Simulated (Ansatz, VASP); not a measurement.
Sb: VASP beside Ansatz

```
Sb
1.0
     3.06143    0.00000    0.00000
     0.00000    3.06143    0.00000
     0.00000    0.00000    3.06143
Sb
1
Direct
  0.00000 0.00000 0.00000
```

Alike in both runs: functional PBEsol; k mesh 14 × 14 × 14; occupations gaussian, width 0.1 eV; no spin polarisation.

Ansatz relaxed the structure, and its values are those at the end. VASP's run is a single point on that final structure, the one shown.

|  | VASP | Ansatz |
| --- | --- | --- |
| version | VASP 6.6.1 | Ansatz 0.2.0 |
| potentials or method | VASP PAW PBE potentials, release 64 (Sb), cutoff 500 eV | scalar-relativistic, plane waves, PAW |
| valence electrons in the cell | 5 | 15 |

```csv
,VASP,Ansatz,Ansatz less VASP
gap on the k mesh at the Fermi level (eV),none,none,-
pressure (GPa),0.1,0.0,-0.12
```

VASP's potentials were made for PBE, not for PBEsol. A gap of «none» marks a metal or a gap that the smearing closes. VASP's potentials hold 5 valence electrons a cell and Ansatz's 15, so a difference there can come from the potentials and not from the codes.

Spin-orbit coupling is off throughout.
